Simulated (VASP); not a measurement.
Wanted: the native input for a VASP 6.6.1 run.

- Task: single point
- Functional: HSE06
- Potentials or basis: VASP PAW PBE potentials, release 64 (Si, C)
- Cutoff: 520 eV
- k mesh: 6 × 6 × 6
- Occupations: fermi-dirac, width 0.02 eV
- Spin: no spin polarisation
- Dipole correction: no
- Grid for exact exchange (PRECFOCK): Normal
- Further INCAR settings: ALGO = Normal; EDIFF = 1e-07; NBANDS = 11
- Share of exact exchange: 0.25
- Screening parameter: 0.2079 1/Å

Crystal: SiC.

```xyz
2
Lattice="0.0000 2.0139 2.0139 2.0139 0.0000 2.0139 2.0139 2.0139 0.0000" Properties=species:S:1:pos:R:3 pbc="T T T"
Si    0.0000    0.0000    0.0000
C     2.0139    2.0139    2.0139
```

These files were run (other wordings do the same):

POSCAR

```
SiC
1.0
    0.0000000000      2.0138687949      2.0138687949
    2.0138687949      0.0000000000      2.0138687949
    2.0138687949      2.0138687949      0.0000000000
Si C
1 1
Direct
    0.0000000000      0.0000000000      0.0000000000
    0.5000000000      0.5000000000      0.5000000000
```

INCAR.step1

```
ALGO = Normal
EDIFF = 1E-5
ENCUT = 520
GGA = PE
ISIF = 2
ISMEAR = -1
LASPH = T
LREAL = F
LWAVE = T
NBANDS = 11
NELM = 80
PREC = Accurate
SIGMA = 0.02
```

INCAR.step2

```
ALGO = Normal
EDIFF = 1E-7
ENCUT = 520
GGA = PE
HFSCREEN = 0.2079
ISIF = 2
ISMEAR = -1
ISTART = 1
LASPH = T
LCHARG = T
LELF = T
LHFCALC = T
LREAL = F
LVHAR = T
LWAVE = F
NBANDS = 11
NELM = 80
PREC = Accurate
PRECFOCK = Normal
SIGMA = 0.02
```

KPOINTS

```
k-points
0
Gamma
  6 6 6
```

Potentials or basis: VASP PAW PBE potentials, release 64 (Si, C).

Command:

```bash
$ cat potpaw_PBE.64/Si/POTCAR potpaw_PBE.64/C/POTCAR > POTCAR
$ cp INCAR.step1 INCAR
$ mpirun -np 1 vasp_std > vasp.out
$ cp INCAR.step2 INCAR
$ mpirun -np 1 vasp_std > vasp.out
```

Results of the run:

| Item | Value |
| --- | --- |
| Pressure | -3.2 GPa |
| Band gap on the k mesh | zero (bands 4 and 5 overlap by 0.29 eV) |

Caveat: the k points lie up to 0.45 Å⁻¹ apart; the PAW data sets were made with another functional, which shifts forces and pressure a little.

It took 3.9 min on 1 thread of AMD EPYC 7R13 Processor (Zen 3) (shared host), peak memory 0.21 GiB.
